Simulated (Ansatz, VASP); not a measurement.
## ScNb: VASP beside Ansatz

```
CELL_PARAMETERS angstrom
3.06564 0.00000 0.00000
-1.53282 2.65493 0.00000
0.00000 0.00000 5.07219
ATOMIC_POSITIONS crystal
Sc 0.00000 0.00000 0.00000
Nb 0.39857 0.66667 0.50000
```

Alike in both runs: task single point; functional LDA; k mesh 3 × 3 × 1; occupations gaussian, width 0.1 eV; no spin polarisation.

|  | VASP | Ansatz |
| --- | --- | --- |
| version | VASP 6.6.1 | Ansatz 0.2.0 |
| potentials or method | VASP PAW LDA potentials, release 64 (Sc_sv, Nb_sv), cutoff 500 eV | scalar-relativistic, plane waves, PAW |
| valence electrons in the cell | 24 | 24 |

```tsv
	VASP	Ansatz	Ansatz less VASP
gap on the k mesh at the Fermi level (eV)	none	none	-
pressure (GPa)	-7.9	-8.0	-0.08
traceless stress, the component that is largest in VASP (GPa)	-22.53	-22.54	-0.006
rms of the force components (eV/Å)	0.464	0.463	-0.0018
```

LDA's correlation is that of Perdew and Zunger in VASP and of Perdew and Wang (1992) in Ansatz. Atom by atom the forces differ by 0.002 eV/Å (rms over components). A gap of «none» marks a metal or a gap that the smearing closes.

The k mesh is coarse, so the values compare programs but aren't converged.
